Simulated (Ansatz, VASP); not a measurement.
**Si2Ni in VASP and in Ansatz**

```
Si Ni
1.0
     0.00000    2.63825    2.90207
     2.63825    0.00000    2.90207
     2.63825    2.63825    0.00000
Si Ni
2 1
Cartesian
  1.3191 1.3191 1.4510
  3.9574 3.9574 4.3531
  0.0000 0.0000 0.0000
```

Alike in both runs: task single point; functional PBE; k mesh 16 × 16 × 16; occupations gaussian, width 0.15 eV; no spin polarisation.

|  | VASP | Ansatz |
| --- | --- | --- |
| version | VASP 6.6.1 | Ansatz 0.2.0 |
| potentials or method | VASP PAW PBE potentials, release 64 (Si, Ni), cutoff 520 eV | scalar-relativistic, plane waves, PAW |
| valence electrons in the cell | 18 | 26 |

|  | VASP | Ansatz | Ansatz less VASP |
| --- | --- | --- | --- |
| gap on the k mesh at the Fermi level (eV) | none | none | - |
| pressure (GPa) | -0.1 | 0.0 | +0.14 |
| traceless stress, the component that is largest in VASP (GPa) | -3.74 | -3.84 | -0.100 |

A gap of «none» marks a metal or a gap that the smearing closes. With one functional, cell and mesh, what is left measures potentials, basis and numerics. VASP's potentials hold 18 valence electrons a cell and Ansatz's 26, so a difference there can come from the potentials and not from the codes.
